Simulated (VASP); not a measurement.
CsBr:

```
CELL_PARAMETERS angstrom
4.31960 0.00000 0.00000
0.00000 4.31960 0.00000
0.00000 0.00000 4.31960
ATOMIC_POSITIONS crystal
Cs 0.00000 0.00000 0.00000
Br 0.50000 0.50000 0.50000
```

Base run:

```yaml
Program: VASP 6.6.1
Functional: PBE
Potentials_or_basis: VASP PAW PBE potentials, release 64 (Cs_sv, Br)
Cutoff: 500 eV
k_mesh: 4 × 4 × 4
Occupations: gaussian, width 0.01 eV
Spin: no spin polarisation
```

Its results: band gap on the k mesh 4.42 eV, indirect (least direct gap 4.43 eV); pressure 0.7 GPa.

Task: The run is repeated on the same cell with these changes: functional from PBE to HSE06; cutoff from 500 eV to 400 eV. What comes out?

Result: Band gap on the k mesh 5.60 eV, indirect (least direct gap 5.60 eV); pressure 0.4 GPa.

HSE06 gives the wider gap, since exact exchange removes part of the self-interaction.

Caveats: spin-orbit coupling is left out, which moves the levels of the heavy elements; the PAW data sets were made with another functional, which shifts forces and pressure a little (some runs).

